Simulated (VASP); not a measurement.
A run of VASP 6.6.1 is set up as follows.

The input INCAR:

```
ALGO = Normal
EDIFF = 1E-6
ENCUT = 520
GGA = PE
ISIF = 2
ISMEAR = 0
LASPH = True
LCHARG = False
LREAL = False
LWAVE = False
NBANDS = 18
NELM = 100
PREC = Accurate
SIGMA = 0.05
```

The input KPOINTS:

```
k-points
0
Gamma
  9 9 6
```

The input POSCAR:

```
LiF
1.0
    3.1427330808      0.0000000000      0.0000000000
   -1.5713665404      2.7216866853      0.0000000000
    0.0000000000      0.0000000000      4.8495514170
Li F
2 2
Direct
    0.3333333333      0.6666666667      0.3810713234
    0.6666666667      0.3333333333      0.8810713234
    0.3333333333      0.6666666667      0.9939266766
    0.6666666667      0.3333333333      0.4939266766
```

Potentials or basis: VASP PAW PBE potentials, release 64 (Li_sv, F).

The run is started by

```sh
$ cat potpaw_PBE.64/Li_sv/POTCAR potpaw_PBE.64/F/POTCAR > POTCAR
$ mpirun -np 1 vasp_std > vasp.out
```

Task: Predict the largest force.

Result: 0.053 eV/Å.

Task: Estimate the band gap on the k mesh.

Result: 7.57 eV, direct.

Forces on the atoms (eV/Å):
```
Li   0.000  0.000  0.053
Li   0.000  0.000  0.053
F    0.000  0.000 -0.053
F    0.000  0.000 -0.053
```

 A k mesh can miss the band edges.
